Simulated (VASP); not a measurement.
# AlCo in VASP: a series of runs

AlCo is run at these levels: PBE, r2SCAN; tasks: single point.

Everything below comes from runs of VASP 6.6.1. Logs are shortened: lines on timing, memory, paths and dates and some standing lists are left out, and cuts for length are marked.

## Step 1: The cell of the first run

Symmetry: P4/mmm, No. 123, tetragonal system. Conventional cell: a = 2.819 Å, b = 2.819 Å, c = 2.763 Å, α = 90.00°, β = 90.00°, γ = 90.00°. Co (site symmetry 4/mmm) has 8 Al at 2.43 Å and 6 Co at 2.76 to 2.82 Å within 3.2 Å. Within 3.2 Å of Al (site symmetry 4/mmm) lie 8 Co at 2.43 Å and 6 Al at 2.76 to 2.82 Å.

## Step 2: Single point, PBE, collinear spin, ferromagnetic start

INCAR

```
  ALGO = Fast
  EDIFF = 1E-7
  ENCUT = 520
  GGA = PE
  ISIF = 2
  ISMEAR = -1
  ISPIN = 2
  LASPH = T
  LCHARG = F
  LMAXMIX = 4
  LORBIT = 11
  LREAL = F
  LWAVE = F
  MAGMOM = 2 0
  NBANDS = 17
  NELM = 150
  PREC = Accurate
  SIGMA = 0.05
```

KPOINTS

```
k-points
0
Gamma
  8 8 8
```

POSCAR

```
AlCo
1.0
    2.8194032100      0.0000000000      0.0000000000
    0.0000000000      2.8194032100      0.0000000000
    0.0000000000      0.0000000000      2.7630151458
Co Al
1 1
Direct
    0.5000000000      0.5000000000      0.5000000000
    0.0000000000      0.0000000000      0.0000000000
```

Potentials or basis: VASP PAW PBE potentials, release 64 (Co, Al).

Run with:

```
> cat potpaw_PBE.64/Co/POTCAR potpaw_PBE.64/Al/POTCAR > POTCAR
> mpirun -np 1 vasp_std > vasp.out
```

OUTCAR:

```text
EDIFF = 1E-7
   ENCUT = 520
   GGA = PE
   ISIF = 2
   ISMEAR = -1
   ISPIN = 2
   LASPH = T
   LORBIT = 11
   LREAL = F
   NELM = 150
   PREC = Accurate

 ion  position               nearest neighbor table
   1  0.500  0.500  0.500-   2 2.43   2 2.43   2 2.43   2 2.43   2 2.43   2 2.43   2 2.43   2 2.43

   2  0.000  0.000  0.000-   1 2.43   1 2.43   1 2.43   1 2.43   1 2.43   1 2.43   1 2.43   1 2.43

  LATTYP: Found a simple tetragonal cell.
 ALAT       =     2.8194032100
 C/A-ratio  =     0.9800000000

  Lattice vectors:

 A1 = (   2.8194032100,   0.0000000000,   0.0000000000)
 A2 = (   0.0000000000,   2.8194032100,   0.0000000000)
 A3 = (   0.0000000000,   0.0000000000,   2.7630151458)

Analysis of symmetry for initial positions (statically):
=====================================================================
 Subroutine PRICEL returns:
 Original cell was already a primitive cell.

 Routine SETGRP: Setting up the symmetry group for a
 simple tetragonal supercell.

 Subroutine GETGRP returns: Found 16 space group operations
 (whereof 16 operations were pure point group operations)
 out of a pool of 16 trial point group operations.

The static configuration has the point symmetry D_4h.

Analysis of symmetry for dynamics (positions and initial velocities):
=====================================================================
 Subroutine PRICEL returns:
 Original cell was already a primitive cell.

 Routine SETGRP: Setting up the symmetry group for a
 simple tetragonal supercell.

 Subroutine GETGRP returns: Found 16 space group operations
 (whereof 16 operations were pure point group operations)
 out of a pool of 16 trial point group operations.

The dynamic configuration has the point symmetry D_4h.

Analysis of structural, dynamic, and magnetic symmetry:
=====================================================================
 Subroutine PRICEL returns:
 Original cell was already a primitive cell.

 Routine SETGRP: Setting up the symmetry group for a
 simple tetragonal supercell.

 Subroutine GETGRP returns: Found 16 space group operations
 (whereof 16 operations were pure point group operations)
 out of a pool of 16 trial point group operations.

The overall configuration has the point symmetry D_4h.

 Subroutine INISYM returns: Found 16 space group operations
 (whereof 16 operations are pure point group operations),
 and found     1 'primitive' translations

----------------------------------------------------------------------------------------

[... 116 lines left out ...]
   LORBIT       =     11    0 simple, 1 ext, 2 COOP (PROOUT), +10 PAW based schemes
   GGA     = PE    functional components
   LHFCALC =     F    Hartree Fock is set to
   AEXX    =    0.0000 exact exchange contribution
   IVDW    =     0    specifies the selected vdW correction
   LEPSILON=     F    determine dielectric tensor
   LRPA    =     F    only Hartree local field effects (RPA)
 spin polarized calculation
 RMM-DIIS sequential band-by-band and
  energy-cutoff  :      520.00
  volume of cell :       21.96
 maximum number of plane-waves:       611
 NGX is ok and might be reduce to    24
   NGX = 11   NGY = 11   NGZ = 11

 number of electron      11.9999999 magnetization       0.0002258

 Free energy of the ion-electron system (eV)
  ---------------------------------------------------
  ext. energy  EPLUGINS =         0.00000000
  ---------------------------------------------------
  free energy    TOTEN  =       -11.94301705 eV

  energy without entropy =      -11.93500759  energy(sigma->0) =      -11.93901232

 E-fermi :  11.2832     XC(G=0): -12.5234

 val. band max:       11.2328746938   @ k =   0.5000   0.0000   0.3750
 cond. band min:      11.2892957674   @ k =   0.5000   0.3750   0.1250
 fundamental gap:      0.0564210736
 Fermi energy:        11.2831545988

 spin component 1

 k-point     1 :       0.0000    0.0000    0.0000
  band No.  band energies     occupation
      1      -0.1392      1.00000
      2       8.0713      1.00000
      3       8.1100      1.00000
      4      10.3346      1.00000
      5      10.4172      1.00000
      6      10.4172      1.00000
[... 459 lines left out ...]
      6      10.2344      1.00000
[... 9 lines left out ...]
     16      31.5643      0.00000
     17      36.8212      0.00000

 [... further k-points ...]

 spin component 2

 k-point     1 :       0.0000    0.0000    0.0000
  band No.  band energies     occupation
      1      -0.1392      1.00000
      2       8.0717      1.00000
      3       8.1103      1.00000
      4      10.3347      1.00000
      5      10.4174      1.00000
      6      10.4174      1.00000
[... 459 lines left out ...]
      6      10.2346      1.00000
[... 9 lines left out ...]
     16      31.5643      0.00000
     17      36.8218      0.00000

 [... further k-points ...]

------------------------ aborting loop because EDIFF is reached ----------------------------------------

  FORCE on cell =-STRESS in cart. coord.  units (eV):
  Direction    XX          YY          ZZ          XY          YZ          ZX
  --------------------------------------------------------------------------------------
  -------------------------------------------------------------------------------------
  Total        1.3264134      1.3264134      1.8947364      0.0000000     -0.0000000      0.0000000
  in kB       96.7591068     96.7591068    138.2170880      0.0000000     -0.0000000      0.0000000
  external PRESSURE =     110.5784339 kB  Pullay stress =       0.0000000 kB

 VOLUME and BASIS-vectors are now :
 -----------------------------------------------------------------------------
  energy-cutoff  :      520.00
  volume of cell :       21.96
      direct lattice vectors                 reciprocal lattice vectors
     2.819403210  0.000000000  0.000000000     0.354684990  0.000000000  0.000000000
     0.000000000  2.819403210  0.000000000     0.000000000  0.354684990  0.000000000
     0.000000000  0.000000000  2.763015146     0.000000000  0.000000000  0.361923459

 POSITION                                       TOTAL-FORCE (eV/Angst)
 -----------------------------------------------------------------------------------
      1.40970      1.40970      1.38151         0.000000      0.000000      0.000000
      0.00000      0.00000      0.00000         0.000000      0.000000      0.000000
 -----------------------------------------------------------------------------------
    total drift:                                0.000000     -0.000000     -0.000000

  FREE ENERGIE OF THE ION-ELECTRON SYSTEM (eV)
  ---------------------------------------------------
  free  energy   TOTEN  =       -11.9430170522 eV

  energy  without entropy=      -11.9350075875  energy(sigma->0) =      -11.93901232

 total charge

# of ion       s       p       d       tot
------------------------------------------
    1        0.455   0.554   7.546   8.554
    2        0.402   0.453   0.000   0.855
--------------------------------------------------
tot          0.856   1.006   7.546   9.409

 magnetization (x)

# of ion       s       p       d       tot
------------------------------------------
    1       -0.000  -0.000   0.000   0.000
    2       -0.000  -0.000   0.000  -0.000
--------------------------------------------------
tot         -0.000  -0.000   0.000   0.000
```

OSZICAR:

```text
N       E                     dE             d eps       ncg     rms          rms(c)
DAV:   1     0.390641379473E+02    0.39064E+02   -0.49624E+03  5236   0.760E+02
DAV:   2    -0.110978936847E+02   -0.50162E+02   -0.44573E+02  5883   0.153E+02
DAV:   3    -0.131601810438E+02   -0.20623E+01   -0.20296E+01  6169   0.329E+01
DAV:   4    -0.131895290423E+02   -0.29348E-01   -0.29330E-01  6124   0.350E+00
DAV:   5    -0.131903786611E+02   -0.84962E-03   -0.84956E-03  6309   0.640E-01    0.141E+01
RMM:   6    -0.156885235583E+02   -0.24981E+01   -0.90302E+00  6309   0.304E+01    0.167E+01
RMM:   7    -0.119690467156E+02    0.37195E+01   -0.24300E+00  5978   0.150E+01    0.298E+00
RMM:   8    -0.119524470595E+02    0.16600E-01   -0.22928E-02  5967   0.952E-01    0.117E+00
RMM:   9    -0.119483899641E+02    0.40571E-02   -0.11687E-02  6244   0.805E-01    0.870E-01
RMM:  10    -0.119437696220E+02    0.46203E-02   -0.32901E-03  6646   0.503E-01    0.293E-01
RMM:  11    -0.119429854802E+02    0.78414E-03   -0.10633E-03  7150   0.235E-01    0.141E-01
RMM:  12    -0.119430252012E+02   -0.39721E-04   -0.32436E-04  7427   0.111E-01    0.783E-02
RMM:  13    -0.119430298890E+02   -0.46878E-05   -0.82187E-05  7468   0.589E-02    0.371E-02
RMM:  14    -0.119430152711E+02    0.14618E-04   -0.21785E-05  6751   0.329E-02    0.145E-02
RMM:  15    -0.119430166109E+02   -0.13397E-05   -0.79650E-06  8017   0.139E-02    0.107E-02
RMM:  16    -0.119430172249E+02   -0.61399E-06   -0.94688E-07  6871   0.633E-03    0.467E-03
RMM:  17    -0.119430170445E+02    0.18032E-06   -0.35227E-07  6292   0.420E-03    0.117E-03
RMM:  18    -0.119430170522E+02   -0.77083E-08   -0.95038E-08  3718   0.180E-03
   1 F= -.11943017E+02 E0= -.11939012E+02  d E =-.800946E-02  mag=     0.0000
```

Wall time 61 s (1 thread of Intel Xeon 8259CL, shared host); peak memory 0.18 GiB.

What came out:

| Quantity | Value |
| --- | --- |
| Free energy | -11.9430 eV |
| Pressure | 11.1 GPa |
| Band gap on the k mesh | zero (filled and empty bands overlap) |
| Net moment | 0.00 μB per cell |
| Valence electrons inside the program's atomic spheres | Co 8.55; Al 0.85 |

Levels at points of the mesh, in eV from the Fermi level:
Spin up:
| k point | band 4 | band 5 | band 6 | band 7 | band 8 | band 9 |
| --- | --- | --- | --- | --- | --- | --- |
| (0.00, 0.00, 0.00) | -0.95 | -0.87 | -0.87 | 6.00 | 6.00 | 6.77 |
| (0.50, 0.00, 0.00) | -1.88 | -1.73 | -0.75 | 0.15 | 8.47 | 10.67 |
| (0.50, 0.50, 0.00) | -2.87 | -1.54 | -1.54 | -0.29 | 2.47 | 3.65 |
| (0.00, 0.00, 0.50) | -1.87 | -1.87 | -0.81 | 0.35 | 8.48 | 10.73 |
| (0.50, 0.00, 0.50) | -2.66 | -1.66 | -1.64 | -0.22 | 2.67 | 3.85 |
| (0.50, 0.50, 0.50) | -0.24 | -0.16 | 2.38 | 2.38 | 2.46 | 4.63 |
Spin down:
```csv
k point,band 4,band 5,band 6,band 7,band 8,band 9
"(0.00, 0.00, 0.00)",-0.95,-0.87,-0.87,6.00,6.00,6.77
"(0.50, 0.00, 0.00)",-1.88,-1.73,-0.75,0.15,8.47,10.67
"(0.50, 0.50, 0.00)",-2.87,-1.54,-1.54,-0.29,2.47,3.65
"(0.00, 0.00, 0.50)",-1.87,-1.87,-0.81,0.35,8.48,10.73
"(0.50, 0.00, 0.50)",-2.66,-1.66,-1.64,-0.22,2.67,3.85
"(0.50, 0.50, 0.50)",-0.24,-0.16,2.38,2.38,2.46,4.63
```

Caveat: the cell stands under pressure.

## Step 3: Single point, r2SCAN, collinear spin, ferromagnetic start

This run uses another cell than the first one, of 11.21 Å³/atom.

Changes to POSCAR since step 2:

```diff
@@ -4,3 +4,3 @@
     0.0000000000      2.8194032100      0.0000000000
-    0.0000000000      0.0000000000      2.7630151458
+    0.0000000000      0.0000000000      2.8194032100
 Co Al
```

INCAR.step1

```
SYSTEM = AlCo
  ISPIN = 2
  MAGMOM = 2 0
  LORBIT = 11
  ISMEAR = 1
  SIGMA = 0.1
  LWAVE = .TRUE.
  LCHARG = .TRUE.
  ISIF = 2
  NELM = 100
  ALGO = Normal
  PREC = Accurate
  LASPH = .TRUE.
  LREAL = .FALSE.
  EDIFF = 1E-5
  GGA_COMPAT = .FALSE.
  ENCUT = 440
  LMAXMIX = 4
  GGA = PE
```

INCAR.step2

```
SYSTEM = AlCo
  METAGGA = R2SCAN
  ISPIN = 2
  MAGMOM = 2 0
  LORBIT = 11
  ISMEAR = 1
  SIGMA = 0.1
  LWAVE = .FALSE.
  LCHARG = .FALSE.
  ISIF = 2
  NELM = 100
  ALGO = All
  PREC = Accurate
  LASPH = .TRUE.
  LREAL = .FALSE.
  EDIFF = 1E-6
  GGA_COMPAT = .FALSE.
  ENCUT = 440
  LMAXMIX = 4
  LMIXTAU = .TRUE.
  ISTART = 1
  ISEARCH = 1
```

KPOINTS

```
k-points
0
Gamma
  9 9 9
```

Potentials or basis: VASP PAW PBE potentials, release 64 (Co, Al).

Run with:

```
> cat potpaw_PBE.64/Co/POTCAR potpaw_PBE.64/Al/POTCAR > POTCAR
> cp INCAR.step1 INCAR
> mpirun -np 1 vasp_std > vasp.out
> cp INCAR.step2 INCAR
> mpirun -np 1 vasp_std > vasp.out
```

Run time: 74 s. Hardware: 1 thread of AMD EPYC 9R45 (Zen 5), shared host; peak memory 0.12 GiB.

Results (log left out):

| Item | Value |
| --- | --- |
| Free energy | -21.0801 eV |
| Pressure | 0.3 GPa |
| Band gap on the k mesh | zero (filled and empty bands overlap) |
| Net moment | 0.00 μB per cell |
| Valence electrons inside the program's atomic spheres | Co 8.56; Al 0.85 |

Levels at points of the mesh, in eV from the Fermi level:
Spin up:
| k point | band 4 | band 5 | band 6 | band 7 | band 8 | band 9 |
| --- | --- | --- | --- | --- | --- | --- |
| (0.00, 0.00, 0.00) | -1.15 | -1.15 | -1.15 | 6.44 | 6.44 | 6.44 |
Spin down:
```
           k point  band 3  band 4  band 5  band 6  band 7  band 8  band 9  band 10
(0.00, 0.00, 0.00)   -3.26   -1.15   -1.15   -1.15    6.44    6.44    6.44     9.08
```

Caveat: the PAW data sets were made with another functional, which shifts forces and pressure a little.
